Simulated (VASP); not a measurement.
A run of VASP 6.6.1 is set up as follows.

The input INCAR:

```
SYSTEM = In2As2F
PREC     = Accurate       ! precision mode
ENCUT    = 520            ! plane-wave cutoff, eV
EDIFF    = 1E-6           ! SCF threshold, eV
ISMEAR   = 0              ! smearing method
SIGMA    = 0.1            ! smearing width, eV
LREAL    = .False.        ! projectors in reciprocal space
LASPH    = .True.         ! aspherical terms in the spheres
NELM     = 60             ! most SCF steps
ALGO     = Normal         ! electronic algorithm
ISIF     = 2              ! what is computed and relaxed
LWAVE    = .False.        ! write WAVECAR
LCHARG   = .True.         ! write CHGCAR
LDIPOL   = .True.       
IDIPOL   = 3            
DIPOL    = 0.5 0.5 0.331
GGA      = PE             ! functional
IVDW     = 12             ! dispersion correction
LELF     = .True.         ! ELF
LVHAR    = .True.       
LVACPOTAV= .True.       
NBANDS   = 30             ! bands
```

The input KPOINTS:

```
regular mesh
0
Gamma
  6 6 1
  0 0 0
```

File POSCAR:

```
In2As2F
1.0
    4.3220706728      0.0000000000      0.0000000000
   -2.1610353364      3.7430229996      0.0000000000
    0.0000000000      0.0000000000     21.7386927254
As In F
2 2 1
Direct
    0.0000000000      0.0000000000      0.1840037048
    0.3333333333      0.6666666667      0.3557112061
    0.3333333333      0.6666666667      0.2245875152
    0.6666666667      0.3333333333      0.3881876814
    1.5555555556      0.7777777778      0.5031899969
```

Potentials or basis: VASP PAW PBE potentials, release 64 (As, In_d, F).

Launch:

```bash
$ cat potpaw_PBE.64/As/POTCAR potpaw_PBE.64/In_d/POTCAR potpaw_PBE.64/F/POTCAR > POTCAR
$ mpirun -np 1 vasp_std > vasp.out
```

Problem. Predict the largest force.

Solution. 1.432 eV/Å.

Problem. What does it give for the dispersion energy per atom?

Solution. -0.178 eV.

Forces on the atoms (eV/Å):
```
As   0.000  0.000  0.060
As  -0.033 -0.019 -0.310
In  -0.003 -0.001  0.307
In  -0.029 -0.017  1.373
F    0.065  0.037 -1.430
```

Caveat: an odd number of electrons without spin polarisation forces a metal; a magnetic or distorted state may lie lower.
